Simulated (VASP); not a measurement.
# Mo (P6_3/mmc) in VASP: further runs, part 2 of 2

VASP 6.6.1.

**5. Single point, PBE**

This run uses another cell than the first one, of 16.13 Å³/atom, 1.199 times its volume.

Input file INCAR:

```
ALGO = Normal
EDIFF = 1E-6
ENCUT = 500
GGA = PE
GGA_COMPAT = False
ISIF = 2
ISMEAR = -1
LASPH = True
LCHARG = True
LELF = True
LREAL = False
LVHAR = True
LWAVE = False
NBANDS = 21
NELM = 120
PREC = Accurate
SIGMA = 0.1
```

Input file KPOINTS:

```
k-points
0
Gamma
  10 10 6
```

Input file POSCAR:

```
Mo
1.0
    2.7621435832      0.0000000000      0.0000000000
   -1.3810717916      2.3920865119      0.0000000000
    0.0000000000      0.0000000000      4.8811886558
Mo
2
Direct
    0.3333333333      0.6666666667      0.2500000000
    0.6666666667      0.3333333333      0.7500000000
```

Potentials or basis: VASP PAW PBE potentials, release 64 (Mo_sv).

On the command line:

```bash
$ cat potpaw_PBE.64/Mo_sv/POTCAR > POTCAR
$ mpirun -np 1 vasp_std > vasp.out
```

OUTCAR:

```text
EDIFF = 1E-6
   ENCUT = 500
   GGA = PE
   ISIF = 2
   ISMEAR = -1
   LASPH = True
   LREAL = False
   NELM = 120
   PREC = Accurate

 ion  position               nearest neighbor table
   1  0.333  0.667  0.250-   2 2.92   2 2.92   2 2.92   2 2.92   2 2.92   2 2.92
   2  0.667  0.333  0.750-   1 2.92   1 2.92   1 2.92   1 2.92   1 2.92   1 2.92

  LATTYP: Found a hexagonal cell.
 ALAT       =     2.7621435832
 C/A-ratio  =     1.7671741199

  Lattice vectors:

 A1 = (   2.7621435832,   0.0000000000,   0.0000000000)
 A2 = (  -1.3810717916,   2.3920865119,   0.0000000000)
 A3 = (   0.0000000000,   0.0000000000,   4.8811886558)

Analysis of symmetry for initial positions (statically):
=====================================================================
 Subroutine PRICEL returns:
 Original cell was already a primitive cell.

 Routine SETGRP: Setting up the symmetry group for a
 hexagonal supercell.

 Subroutine GETGRP returns: Found 24 space group operations
 (whereof 12 operations were pure point group operations)
 out of a pool of 24 trial point group operations.

The static configuration has the point symmetry D_3d.
 The point group associated with its full space group is D_6h.

Analysis of symmetry for dynamics (positions and initial velocities):
=====================================================================
 Subroutine PRICEL returns:
 Original cell was already a primitive cell.

 Routine SETGRP: Setting up the symmetry group for a
 hexagonal supercell.

 Subroutine GETGRP returns: Found 24 space group operations
 (whereof 12 operations were pure point group operations)
 out of a pool of 24 trial point group operations.

The dynamic configuration has the point symmetry D_3d.
 The point group associated with its full space group is D_6h.

 Subroutine INISYM returns: Found 24 space group operations
 (whereof 12 operations are pure point group operations),
 and found     1 'primitive' translations

----------------------------------------------------------------------------------------

                                     Primitive cell

  volume of cell :      32.2514

  direct lattice vectors                    reciprocal lattice vectors
     2.762143583  0.000000000  0.000000000     0.362037660  0.209022541  0.000000000
    -1.381071792  2.392086512  0.000000000     0.000000000  0.418045081  0.000000000
     0.000000000  0.000000000  4.881188656     0.000000000  0.000000000  0.204868132

  length of vectors
     2.762143583  2.762143583  4.881188656     0.418045081  0.418045081  0.204868132

  position of ions in fractional coordinates (direct lattice)
     0.333333333  0.666666667  0.250000000
     0.666666667  0.333333333  0.750000000

  ion indices of the primitive-cell ions
   primitive index   ion index
                 1           1
                 2           2

----------------------------------------------------------------------------------------

 KPOINTS: k-points

Automatic generation of k-mesh.
 Grid dimensions read from file:
 generate k-points for:   10   10    6

 Generating k-lattice:

  Cartesian coordinates                     Fractional coordinates (reciprocal lattice)
     0.036203766  0.020902254  0.000000000     0.100000000  0.000000000  0.000000000
     0.000000000  0.041804508  0.000000000     0.000000000  0.100000000  0.000000000
     0.000000000  0.000000000  0.034144689     0.000000000  0.000000000  0.166666667

  Length of vectors
     0.041804508  0.041804508  0.034144689

  Shift w.r.t. Gamma in fractional coordinates (k-lattice)
     0.000000000  0.000000000  0.000000000

 Subroutine IBZKPT returns following result:
 ===========================================

 Found     56 irreducible k-points:

 Following reciprocal coordinates:
            Coordinates               Weight
  0.000000  0.000000  0.000000      1.000000
  0.100000  0.000000  0.000000      6.000000
  0.200000  0.000000  0.000000      6.000000
  0.300000  0.000000  0.000000      6.000000
  0.400000  0.000000  0.000000      6.000000
  0.500000  0.000000  0.000000      3.000000
[... 16 lines left out ...]
  0.300000  0.100000  0.166667     24.000000
  0.400000  0.100000  0.166667     24.000000
 [... further k-points ...]
   k-points           NKPTS =     56   k-points in BZ     NKDIM =     56   number of bands    NBANDS=     21
   number of dos      NEDOS =    301   number of ions     NIONS =      2
   total plane-waves  NPLWV =  14400
   dimension x,y,z NGX =    20 NGY =   20 NGZ =   36
   dimension x,y,z NGXF=    40 NGYF=   40 NGZF=   72
   ions per type =               2
   NGX,Y,Z   is equivalent  to a cutoff of  12.04, 12.04, 12.26 a.u.
   NGXF,Y,Z  is equivalent  to a cutoff of  24.07, 24.07, 24.52 a.u.
 SYSTEM =  unknown system
   PREC   = accura    normal or accurate (medium, high low for compatibility)
   ISTART =      0    job   : 0-new  1-cont  2-samecut
   ICHARG =      2    charge: 1-file 2-atom 10-const
   ISPIN  =      1    spin polarized calculation?
   LNONCOLLINEAR =      F non collinear calculations
   LSORBIT =      F    spin-orbit coupling
   LASPH  =      T    aspherical Exc in radial PAW
   ENCUT  =  500.0 eV  36.75 Ry    6.06 a.u.   5.04  5.04  8.90*2*pi/ulx,y,z
   NELM   =    120;   NELMIN=  2; NELMDL= -5     # of ELM steps
   EDIFF  = 0.1E-05   stopping-criterion for ELM
   LREAL  =      F    real-space projection
   EDIFFG = 0.1E-04   stopping-criterion for IOM
   NSW    =      0    number of steps for IOM
   IBRION =     -1    ionic relax: 0-MD 1-quasi-New 2-CG
   NFREE  =      0    steps in history (QN), initial steepest desc. (CG)
   ISIF   =      2    stress and relaxation
   ISYM   =      2    0-nonsym 1-usesym 2-fastsym
   POTIM  = 0.5000    time-step for ionic-motion
   TEBEG  =    0.0;   TEEND  =   0.0 temperature during run
   PSTRESS=    0.0 pullay stress
   NELECT =      28.0000    total number of electrons
   NUPDOWN=      -1.0000    fix difference up-down
   EMIN   =  10.00;   EMAX   =-10.00  energy-range for DOS
   EFERMI =   0.00;   METHOD = LEGACY
   ISMEAR =    -1;   SIGMA  =   0.10  broadening in eV -4-tet -1-fermi 0-gaus
   EFERMI_NEDOS =   21; number of points for ismear=-14 and -15
   IALGO  =     38    algorithm
   IMIX   =      4    mixing-type and parameters
     AMIX     =   0.40;   BMIX     =  1.00
     AMIX_MAG =   1.60;   BMIX_MAG =  1.00
  volume/ion in A,a.u.               =      16.13       108.82
  Fermi-wavevector in a.u.,A,eV,Ry     =   1.561749  2.951278 33.185430  2.439060
  Thomas-Fermi vector in A             =   2.664769
   LORBIT       =      0    0 simple, 1 ext, 2 COOP (PROOUT), +10 PAW based schemes
   GGA     = PE    functional components
   LHFCALC =     F    Hartree Fock is set to
   AEXX    =    0.0000 exact exchange contribution
   IVDW    =     0    specifies the selected vdW correction
   LEPSILON=     F    determine dielectric tensor
   LRPA    =     F    only Hartree local field effects (RPA)
 non-spin polarized calculation
  energy-cutoff  :      500.00
  volume of cell :       32.25
 maximum number of plane-waves:       834
   NGX = 11   NGY = 11   NGZ = 17

 number of electron      27.9999997 magnetization

 Free energy of the ion-electron system (eV)
  ---------------------------------------------------
  ext. energy  EPLUGINS =         0.00000000
  ---------------------------------------------------
  free energy    TOTEN  =       -21.03600188 eV

  energy without entropy =      -20.94717506  energy(sigma->0) =      -20.99158847

 E-fermi :  11.8018     XC(G=0): -13.1936

 val. band max:       11.7925171056   @ k =   0.3000   0.1000   0.1667
 cond. band min:      11.8073802570   @ k =   0.2000   0.2000   0.3333
 fundamental gap:      0.0148631513
 Fermi energy:        11.8017881396

 k-point     1 :       0.0000    0.0000    0.0000
  band No.  band energies     occupation
      1     -49.0495      2.00000
      2     -48.8914      2.00000
      3     -23.6117      2.00000
      4     -22.5584      2.00000
      5     -22.4127      2.00000
      6     -22.4127      2.00000
[... 13 lines left out ...]
     20      15.1487      0.00000
     21      21.4682      0.00000

 k-point     2 :       0.1000    0.0000    0.0000
  band No.  band energies     occupation
      1     -49.0277      2.00000
      2     -48.8763      2.00000
      3     -23.5717      2.00000
      4     -22.5639      2.00000
      5     -22.5356      2.00000
      6     -22.4465      2.00000
[... 520 lines left out ...]
 k-point    24 :       0.4000    0.1000    0.1667
  band No.  band energies     occupation
      1     -48.7963      2.00000
      2     -48.7515      2.00000
      3     -23.6097      2.00000
      4     -23.4814      2.00000
      5     -23.0253      2.00000
      6     -22.7924      2.00000
[... 13 lines left out ...]
     20      19.6695      0.00000
     21      22.9126      0.00000

 [... further k-points ...]
[... 5 lines left out ...]
  --------------------------------------------------------------------------------------
  -------------------------------------------------------------------------------------
  Total        0.1066032      0.1066032      0.0868593     -0.0000000     -0.0000000      0.0000000
  in kB        5.2958076      5.2958076      4.3149759     -0.0000000     -0.0000000      0.0000000
  external PRESSURE =       4.9688637 kB  Pullay stress =       0.0000000 kB

 VOLUME and BASIS-vectors are now :
 -----------------------------------------------------------------------------
  energy-cutoff  :      500.00
  volume of cell :       32.25
      direct lattice vectors                 reciprocal lattice vectors
     2.762143583  0.000000000  0.000000000     0.362037660  0.209022541  0.000000000
    -1.381071792  2.392086512  0.000000000     0.000000000  0.418045081  0.000000000
     0.000000000  0.000000000  4.881188656     0.000000000  0.000000000  0.204868132

 POSITION                                       TOTAL-FORCE (eV/Angst)
 -----------------------------------------------------------------------------------
     -0.00000      1.59472      1.22030        -0.000000      0.000000      0.000000
      1.38107      0.79736      3.66089         0.000000     -0.000000      0.000000
 -----------------------------------------------------------------------------------
    total drift:                               -0.000000      0.000000     -0.000000

  FREE ENERGIE OF THE ION-ELECTRON SYSTEM (eV)
  ---------------------------------------------------
  free  energy   TOTEN  =       -21.0360018752 eV

  energy  without entropy=      -20.9471750559  energy(sigma->0) =      -20.99158847
```

Run time: 12 s. Hardware: 1 thread of Intel Xeon 6975P-C (Granite Rapids), shared host; peak memory 0.15 GiB.

Results:

* Free energy: -21.0360 eV
* Pressure: 0.5 GPa
* Band gap on the k mesh: zero (band 14 reaches 13.04 eV, above the bottom of band 15 at 11.19 eV)

Stress tensor (GPa, compression positive):
```
0.53 0.00 0.00
0.00 0.53 0.00
0.00 0.00 0.43
```

Levels at points of the mesh, in eV from the Fermi level:
```
           k point  band 10  band 11  band 12  band 13  band 14  band 15  band 16  band 17  band 18  band 19
(0.00, 0.00, 0.00)    -4.70    -1.65    -0.64    -0.64    -0.14    -0.14     0.65     1.41     1.41     3.35
(0.50, 0.00, 0.00)    -4.13    -4.06    -1.13    -0.43    -0.29    -0.23     3.67     4.40     4.65     5.82
(0.00, 0.00, 0.50)    -5.13    -1.85    -1.85    -0.62    -0.62    -0.62    -0.62     2.69     2.69     2.69
(0.50, 0.00, 0.50)    -4.67    -3.25    -3.25     1.22     1.22     1.77     1.77     4.54     4.54     4.61
```

**6. Summary**

| cell | gap on the mesh (eV) | pressure (GPa) |
| --- | --- | --- |
| a = 2.642, b = 2.642, c = 4.449 Å, angles 90.0, 90.0, 120.0°, 2 atoms | none | 61.0 |
| a = 2.667, b = 2.667, c = 4.588 Å, angles 90.0, 90.0, 120.0°, 2 atoms | none | 40.8 |
| a = 2.707, b = 2.707, c = 4.721 Å, angles 90.0, 90.0, 120.0°, 2 atoms | none | 20.7 |
| a = 2.762, b = 2.762, c = 4.881 Å, angles 90.0, 90.0, 120.0°, 2 atoms | none | 0.5 |

Alike in all rows: task single point; level PBE; potentials or basis VASP PAW PBE potentials, release 64 (Mo_sv); no spin polarisation; k mesh 10 × 10 × 6; cutoff (eV) 500; smearing fermi-dirac 0.1 eV.

Absolute energies hang on the potentials; compare differences alone.
